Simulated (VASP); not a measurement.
Here is a VASP 6.6.1 calculation.

File INCAR:

```
SYSTEM = H4CO
PREC = Accurate
ENCUT = 520
EDIFF = 1E-6
ISMEAR = -1
SIGMA = 0.02
LREAL = Auto
LASPH = .True.
NELM = 60
ALGO = Normal
ISIF = 2
LWAVE = .False.
LCHARG = .False.
GGA = PE
IVDW = 12
NBANDS = 66
```

File KPOINTS:

```
regular mesh
0
Gamma
  1 1 1
  0 0 0
```

POSCAR

```
H4CO
1.0
    7.5874210000      0.0000000000      0.0000000000
    0.0000000000      7.5874210000      0.0000000000
    0.0000000000      0.0000000000      7.5874210000
H O C
24 6 6
Direct
    0.4146336417      0.3101317299      0.3771769090
    0.5055472736      0.3417234921      0.3841094359
   -0.0621555071      0.6705967680      0.5445592119
   -0.0717766946      0.7174638128      0.4693953321
    0.1535831477      0.3811044622      0.5323943406
    0.1006138977      0.4649669499      0.5641310796
    0.5746748467      0.6240592159      0.4318727009
    0.6677104117      0.6377133943      0.4712932102
    0.2024666880      1.1342852861      0.3774536829
    0.1593822196      1.0542449140      0.4143041489
    0.3007609569      0.6718883795      0.6342207715
    0.3468503988      0.7545383339      0.6283558010
    0.7482779722      0.9425337015      1.1809019165
    0.6810482771      0.7618662521      1.0667392781
    0.8396660736      0.0445210566      0.6217659466
    0.8024597554      0.2001602389      0.4333620080
   -0.0961327966      0.4728615955      1.0453222511
   -0.0890025741      0.2397784438      0.9779607590
    0.2014254910      0.9084773337      0.2122592117
    0.1528450840      0.6775029355      0.2961744182
    0.6705572289      0.5468524812      0.8644043872
    0.5102524296      0.3751735932      0.8063873087
    0.3490645899     -0.0099375005      0.7526536355
    0.3062041766     -0.0374040138      0.9900070129
    0.8427237661      0.9203786109      0.9354166587
    0.6269323924     -0.0086458890      0.4666803121
   -0.0334501012      0.3034759769      1.2283356888
    0.3781522074      0.7205215053      0.1352501726
    0.7496882010      0.3561948124      0.6911175747
    0.2435346609      0.2016759054      0.8815248291
    0.7514938212      0.8756203195      1.0506204941
    0.7516124385      0.0821886646      0.5113199861
   -0.0661357792      0.3412094834      1.0819618418
    0.2436664579      0.7651348199      0.2167666721
    0.6439342169      0.4251905885      0.7951318373
    0.3053606753      0.0520862095      0.8751326702
```

Potentials or basis: VASP PAW PBE potentials, release 64 (H, O, C).

The run is started by

```bash
$ cat potpaw_PBE.64/H/POTCAR potpaw_PBE.64/O/POTCAR potpaw_PBE.64/C/POTCAR > POTCAR
$ mpirun -np 1 vasp_gam > vasp.out
```

Estimate the dispersion energy per atom.

-0.036 eV.

What does it give for the largest force?

5.160 eV/Å.

What does it give for the pressure?

2.4 GPa.

What does it give for the band gap on the k mesh?

2.30 eV.

Forces on the atoms (eV/Å):
```
H   -0.558 -0.184 -0.095
H    0.547  0.211  0.009
H    0.393 -1.653  2.745
H   -0.342  1.783 -2.688
H   -0.586  0.981  0.418
H    0.632 -1.046 -0.330
H    0.718  0.094  0.256
H   -0.806 -0.128 -0.365
H    0.043  0.120  0.047
H   -0.034 -0.062  0.248
H   -0.623 -1.071  0.100
H    0.627  1.028 -0.122
H   -0.088  0.813  0.040
H   -1.951 -3.176 -0.708
H   -0.135 -0.010  0.264
H   -0.559 -0.724  0.361
H   -0.087  1.948 -0.629
H    0.310  0.057 -0.057
H    0.067 -0.751  0.051
H    0.746 -0.082 -0.376
H    0.496  0.693  0.526
H   -0.620 -0.387  0.270
H    0.398  0.090 -0.620
H    0.219  0.203  0.104
O    2.615  1.272 -4.263
O   -0.443  0.021  0.131
O    1.153 -0.909  3.856
O   -1.440 -0.153  1.009
O   -0.690  0.787  1.420
O    0.563 -0.491 -0.064
C   -0.532  1.045  4.894
C    1.120  0.553 -0.669
C   -1.259 -1.002 -3.325
C    0.593  0.470 -0.702
C    0.552 -0.864 -2.062
C   -1.038  0.526  0.325
```

Caveat: the k points lie up to 0.83 Å⁻¹ apart.
